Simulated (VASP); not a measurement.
# Nb (Im-3m) in VASP: further runs

The runs below take Nb through single point, relaxation of cell and atoms, with PBE.

All numbers are computed with VASP 6.6.1; they aren't measurements. Logs are shortened: lines on timing, memory, paths and dates and some standing lists are left out, and cuts for length are marked.

### 1 The cell of the first run

It takes space group Im-3m (No. 229, cubic). The conventional cell has a = 3.318 Å, b = 3.318 Å, c = 3.318 Å, α = 90.00°, β = 90.00°, γ = 90.00°. Within 3.8 Å of Nb (site symmetry m-3m) lie 14 Nb at 2.87 to 3.32 Å.

### 2 Single point, PBE

The input, INCAR:

```
  PREC = Accurate
  ENCUT = 520
  EDIFF = 1E-7
  ISMEAR = 0
  SIGMA = 0.1
  LREAL = F
  LASPH = T
  NELM = 80
  ALGO = Normal
  ISIF = 2
  LWAVE = F
  LCHARG = F
  GGA = PE
  NBANDS = 12
```

The input, KPOINTS:

```
regular mesh
0
Gamma
  8 8 8
```

The input, POSCAR:

```
Nb
1.0
   -1.6588161900      1.6588161900      1.6588161900
    1.6588161900     -1.6588161900      1.6588161900
    1.6588161900      1.6588161900     -1.6588161900
Nb
1
Direct
    0.0000000000      0.0000000000      0.0000000000
```

Potentials or basis: VASP PAW PBE potentials, release 64 (Nb_sv).

Launch:

```
cat potpaw_PBE.64/Nb_sv/POTCAR > POTCAR
mpirun -np 1 vasp_std > vasp.out
```

OUTCAR:

```text
PREC = Accurate
   ENCUT = 520
   EDIFF = 1E-7
   ISMEAR = 0
   LREAL = F
   LASPH = T
   NELM = 80
   ISIF = 2
   GGA = PE

 ion  position               nearest neighbor table
   1  0.000  0.000  0.000-

  LATTYP: Found a body centered cubic cell.
 ALAT       =     3.3176323800

  Lattice vectors:

 A1 = (  -1.6588161900,   1.6588161900,   1.6588161900)
 A2 = (   1.6588161900,  -1.6588161900,   1.6588161900)
 A3 = (   1.6588161900,   1.6588161900,  -1.6588161900)

Analysis of symmetry for initial positions (statically):
=====================================================================
 Subroutine PRICEL returns:
 Original cell was already a primitive cell.

 Routine SETGRP: Setting up the symmetry group for a
 body centered cubic supercell.

 Subroutine GETGRP returns: Found 48 space group operations
 (whereof 48 operations were pure point group operations)
 out of a pool of 48 trial point group operations.

The static configuration has the point symmetry O_h .

Analysis of symmetry for dynamics (positions and initial velocities):
=====================================================================
 Subroutine PRICEL returns:
 Original cell was already a primitive cell.

 Routine SETGRP: Setting up the symmetry group for a
 body centered cubic supercell.

 Subroutine GETGRP returns: Found 48 space group operations
 (whereof 48 operations were pure point group operations)
 out of a pool of 48 trial point group operations.

The dynamic configuration has the point symmetry O_h .

 Subroutine INISYM returns: Found 48 space group operations
 (whereof 48 operations are pure point group operations),
 and found     1 'primitive' translations

----------------------------------------------------------------------------------------

                                     Primitive cell

  volume of cell :      18.2581

  direct lattice vectors                    reciprocal lattice vectors
    -1.658816190  1.658816190  1.658816190     0.000000000  0.301419773  0.301419773
     1.658816190 -1.658816190  1.658816190     0.301419773  0.000000000  0.301419773
     1.658816190  1.658816190 -1.658816190     0.301419773  0.301419773  0.000000000

  length of vectors
     2.873153921  2.873153921  2.873153921     0.426271931  0.426271931  0.426271931

  position of ions in fractional coordinates (direct lattice)
     0.000000000  0.000000000  0.000000000

  ion indices of the primitive-cell ions
   primitive index   ion index
                 1           1

----------------------------------------------------------------------------------------

 KPOINTS: regular mesh

Automatic generation of k-mesh.
 Grid dimensions read from file:
 generate k-points for:    8    8    8

 Generating k-lattice:

  Cartesian coordinates                     Fractional coordinates (reciprocal lattice)
     0.000000000  0.037677472  0.037677472     0.125000000  0.000000000  0.000000000
     0.037677472  0.000000000  0.037677472     0.000000000  0.125000000  0.000000000
     0.037677472  0.037677472  0.000000000     0.000000000  0.000000000  0.125000000

  Length of vectors
     0.053283991  0.053283991  0.053283991

  Shift w.r.t. Gamma in fractional coordinates (k-lattice)
     0.000000000  0.000000000  0.000000000

 Subroutine IBZKPT returns following result:
 ===========================================

 Found     29 irreducible k-points:

 Following reciprocal coordinates:
            Coordinates               Weight
  0.000000  0.000000  0.000000      1.000000
  0.125000  0.000000  0.000000     12.000000
  0.250000  0.000000  0.000000     12.000000
  0.375000  0.000000  0.000000     12.000000
  0.500000  0.000000  0.000000      6.000000
  0.125000  0.125000  0.000000     24.000000
[... 16 lines left out ...]
 -0.250000  0.250000  0.250000      6.000000
 -0.375000  0.375000  0.250000     24.000000
 [... further k-points ...]
   k-points           NKPTS =     29   k-points in BZ     NKDIM =     29   number of bands    NBANDS=     12
   number of dos      NEDOS =    301   number of ions     NIONS =      1
   total plane-waves  NPLWV =  13824
   dimension x,y,z NGX =    24 NGY =   24 NGZ =   24
   dimension x,y,z NGXF=    48 NGYF=   48 NGZF=   48
   ions per type =               1
   NGX,Y,Z   is equivalent  to a cutoff of  13.89, 13.89, 13.89 a.u.
   NGXF,Y,Z  is equivalent  to a cutoff of  27.77, 27.77, 27.77 a.u.
 SYSTEM =  unknown system
   PREC   = accura    normal or accurate (medium, high low for compatibility)
   ISTART =      0    job   : 0-new  1-cont  2-samecut
   ICHARG =      2    charge: 1-file 2-atom 10-const
   ISPIN  =      1    spin polarized calculation?
   LNONCOLLINEAR =      F non collinear calculations
   LSORBIT =      F    spin-orbit coupling
   LASPH  =      T    aspherical Exc in radial PAW
   ENCUT  =  520.0 eV  38.22 Ry    6.18 a.u.   5.34  5.34  5.34*2*pi/ulx,y,z
   NELM   =     80;   NELMIN=  2; NELMDL= -5     # of ELM steps
   EDIFF  = 0.1E-06   stopping-criterion for ELM
   LREAL  =      F    real-space projection
   EDIFFG = 0.1E-05   stopping-criterion for IOM
   NSW    =      0    number of steps for IOM
   IBRION =     -1    ionic relax: 0-MD 1-quasi-New 2-CG
   NFREE  =      0    steps in history (QN), initial steepest desc. (CG)
   ISIF   =      2    stress and relaxation
   ISYM   =      2    0-nonsym 1-usesym 2-fastsym
   POTIM  = 0.5000    time-step for ionic-motion
   TEBEG  =    0.0;   TEEND  =   0.0 temperature during run
   PSTRESS=    0.0 pullay stress
   NELECT =      13.0000    total number of electrons
   NUPDOWN=      -1.0000    fix difference up-down
   EMIN   =  10.00;   EMAX   =-10.00  energy-range for DOS
   EFERMI =   0.00;   METHOD = LEGACY
   ISMEAR =     0;   SIGMA  =   0.10  broadening in eV -4-tet -1-fermi 0-gaus
   EFERMI_NEDOS =   21; number of points for ismear=-14 and -15
   IALGO  =     38    algorithm
   IMIX   =      4    mixing-type and parameters
     AMIX     =   0.40;   BMIX     =  1.00
     AMIX_MAG =   1.60;   BMIX_MAG =  1.00
  volume/ion in A,a.u.               =      18.26       123.21
  Fermi-wavevector in a.u.,A,eV,Ry     =   1.461855  2.762506 29.075930  2.137021
  Thomas-Fermi vector in A             =   2.578137
   LORBIT       =      0    0 simple, 1 ext, 2 COOP (PROOUT), +10 PAW based schemes
   GGA     = PE    functional components
   LHFCALC =     F    Hartree Fock is set to
   AEXX    =    0.0000 exact exchange contribution
   IVDW    =     0    specifies the selected vdW correction
   LEPSILON=     F    determine dielectric tensor
   LRPA    =     F    only Hartree local field effects (RPA)
 non-spin polarized calculation
 Gauss-broadening in eV      SIGMA  =   0.10
  energy-cutoff  :      520.00
  volume of cell :       18.26
 maximum number of plane-waves:       531
 NGX is ok and might be reduce to    24
   NGX = 11   NGY = 11   NGZ = 11

 number of electron      12.9999999 magnetization

 Free energy of the ion-electron system (eV)
  ---------------------------------------------------
  ext. energy  EPLUGINS =         0.00000000
  ---------------------------------------------------
  free energy    TOTEN  =       -10.24549868 eV

  energy without entropy =      -10.23886003  energy(sigma->0) =      -10.24217936

 E-fermi :  10.8507     XC(G=0): -12.4341

 val. band max:       10.7892114355   @ k =  -0.2500   0.2500   0.1250
 cond. band min:      10.8795488769   @ k =   0.2500   0.0000   0.0000
 fundamental gap:      0.0903374414
 Fermi energy:        10.8507472774

 k-point     1 :       0.0000    0.0000    0.0000
  band No.  band energies     occupation
      1     -43.4256      2.00000
      2     -18.7492      2.00000
      3     -18.7492      2.00000
      4     -18.7492      2.00000
      5       5.0670      2.00000
      6      11.3440      0.00000
      7      11.3440      0.00000
      8      11.3440      0.00000
      9      14.2091      0.00000
     10      14.2091      0.00000
     11      25.1720      0.00000
     12      25.1720      0.00000

 k-point     2 :       0.1250    0.0000    0.0000
  band No.  band energies     occupation
      1     -43.3923      2.00000
      2     -18.9520      2.00000
      3     -18.8112      2.00000
      4     -18.7507      2.00000
      5       5.6772      2.00000
      6      10.9825      0.06244
      7      11.2191      0.00000
      8      11.9429      0.00000
      9      13.7675      0.00000
     10      14.2206      0.00000
     11      25.5964      0.00000
     12      26.2394      0.00000

 k-point     3 :       0.2500    0.0000    0.0000
  band No.  band energies     occupation
      1     -43.3109      2.00000
      2     -19.4220      2.00000
      3     -18.9581      2.00000
      4     -18.7547      2.00000
      5       6.9944      2.00000
      6      10.2301      2.00000
      7      10.8795      0.68378
      8      13.6175      0.00000
      9      13.7005      0.00000
     10      14.3588      0.00000
     11      25.2744      0.00000
     12      26.7624      0.00000

 k-point     4 :       0.3750    0.0000    0.0000
  band No.  band energies     occupation
      1     -43.2282      2.00000
      2     -19.8681      2.00000
      3     -19.1012      2.00000
      4     -18.7590      2.00000
      5       7.4417      2.00000
      6       9.5963      2.00000
      7      11.9095      0.00000
      8      14.1619      0.00000
      9      14.6859      0.00000
     10      15.8863      0.00000
     11      23.4573      0.00000
     12      24.2690      0.00000

 k-point     5 :       0.5000    0.0000    0.0000
  band No.  band energies     occupation
      1     -43.1935      2.00000
      2     -20.0468      2.00000
      3     -19.1594      2.00000
      4     -18.7608      2.00000
      5       7.3158      2.00000
      6       9.3591      2.00000
      7      13.2038      0.00000
      8      14.2300      0.00000
      9      14.9005      0.00000
     10      17.2310      0.00000
     11      22.5688      0.00000
     12      22.8023      0.00000
[... 228 lines left out ...]
      1     -43.1327      2.00000
      2     -19.6855      2.00000
      3     -19.6855      2.00000
      4     -18.9966      2.00000
      5       9.4192      2.00000
      6       9.4192      2.00000
      7       9.7351      2.00000
      8      14.7168      0.00000
      9      14.7168      0.00000
     10      21.2788      0.00000
     11      22.0074      0.00000
     12      22.0074      0.00000

 k-point    22 :       0.2500    0.2500    0.2500
  band No.  band energies     occupation
      1     -43.1755      2.00000
      2     -19.4071      2.00000
      3     -19.4071      2.00000
      4     -19.4071      2.00000
      5       9.8938      2.00000
      6       9.8938      2.00000
      7       9.8938      2.00000
      8      15.0300      0.00000
      9      15.0300      0.00000
     10      20.2398      0.00000
     11      22.7534      0.00000
     12      22.7534      0.00000

 k-point    23 :      -0.2500    0.2500    0.2500
  band No.  band energies     occupation
      1     -43.2128      2.00000
      2     -19.4482      2.00000
      3     -19.1859      2.00000
      4     -19.1859      2.00000
      5       8.4756      2.00000
      6       9.9440      2.00000
      7      11.9295      0.00000
      8      11.9295      0.00000
      9      13.4569      0.00000
     10      15.6255      0.00000
     11      25.5256      0.00000
     12      28.9004      0.00000

 k-point    24 :      -0.3750    0.3750    0.2500
  band No.  band energies     occupation
      1     -43.1423      2.00000
      2     -19.7124      2.00000
      3     -19.3414      2.00000
      4     -19.2256      2.00000
      5       8.6440      2.00000
      6       9.1520      2.00000
      7      11.9300      0.00000
      8      12.6707      0.00000
      9      15.3739      0.00000
     10      16.7005      0.00000
     11      24.5870      0.00000
     12      26.4208      0.00000

 [... further k-points ...]

------------------------ aborting loop because EDIFF is reached ----------------------------------------

  FORCE on cell =-STRESS in cart. coord.  units (eV):
  Direction    XX          YY          ZZ          XY          YZ          ZX
  --------------------------------------------------------------------------------------
  -------------------------------------------------------------------------------------
  Total       -0.1223454     -0.1223454     -0.1223454     -0.0000000     -0.0000000     -0.0000000
  in kB      -10.7360234    -10.7360234    -10.7360234     -0.0000000     -0.0000000     -0.0000000
  external PRESSURE =     -10.7360234 kB  Pullay stress =       0.0000000 kB

 VOLUME and BASIS-vectors are now :
 -----------------------------------------------------------------------------
  energy-cutoff  :      520.00
  volume of cell :       18.26
      direct lattice vectors                 reciprocal lattice vectors
    -1.658816190  1.658816190  1.658816190     0.000000000  0.301419773  0.301419773
     1.658816190 -1.658816190  1.658816190     0.301419773  0.000000000  0.301419773
     1.658816190  1.658816190 -1.658816190     0.301419773  0.301419773  0.000000000

 POSITION                                       TOTAL-FORCE (eV/Angst)
 -----------------------------------------------------------------------------------
      0.00000      0.00000      0.00000        -0.000000      0.000000      0.000000
 -----------------------------------------------------------------------------------
    total drift:                                0.000000      0.000000     -0.000000

  FREE ENERGIE OF THE ION-ELECTRON SYSTEM (eV)
  ---------------------------------------------------
  free  energy   TOTEN  =       -10.2454986845 eV

  energy  without entropy=      -10.2388600323  energy(sigma->0) =      -10.24217936
```

Run time: 6 s. Hardware: 1 thread of Intel Xeon 6975P-C (Granite Rapids), shared host; peak memory 0.13 GiB.

Results:

```
Free energy : -10.2455 eV
Pressure    : -1.1 GPa
```

(Part 1 of 2 ends here.)
